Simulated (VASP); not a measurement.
Input of a VASP 6.6.1 run:

INCAR

```
SYSTEM = ZrN
ALGO     = Normal         ! electronic algorithm
EDIFF    = 1E-6           ! SCF threshold, eV
ENCUT    = 600            ! plane-wave cutoff, eV
GGA      = PE             ! functional
GGA_COMPAT= .FALSE.      
ISIF     = 2              ! what is computed and relaxed
ISMEAR   = 0              ! smearing method
LASPH    = .TRUE.         ! aspherical terms in the spheres
LCHARG   = .FALSE.        ! write CHGCAR
LREAL    = .FALSE.        ! projectors in reciprocal space
LWAVE    = .FALSE.        ! write WAVECAR
NBANDS   = 16             ! bands
NELM     = 120            ! most SCF steps
PREC     = Accurate       ! precision mode
SIGMA    = 0.1            ! smearing width, eV
```

The input KPOINTS:

```
k-points
0
G
  7 7 7
  0 0 0
```

The input POSCAR:

```
ZrN
1.0
    0.0000000000      2.3000000000      2.3000000000
    2.3000000000      0.0000000000      2.3000000000
    2.3000000000      2.3000000000      0.0000000000
Zr N
1 1
Direct
    0.5000000000      0.5000000000      0.5000000000
   -0.0000446321      0.0001338963     -0.0000446321
```

Potentials or basis: VASP PAW PBE potentials, release 64 (Zr_sv, N).

Launch:

```sh
$ cat potpaw_PBE.64/Zr_sv/POTCAR potpaw_PBE.64/N/POTCAR > POTCAR
$ mpirun -np 1 vasp_std > vasp.out
```

Estimate the largest force.

0.004 eV/Å.

What does it give for the pressure?

-0.5 GPa.

Forces in eV/Å, atoms in the order of the input:
```
Zr   0.002 -0.002  0.002
N   -0.002  0.002 -0.002
```
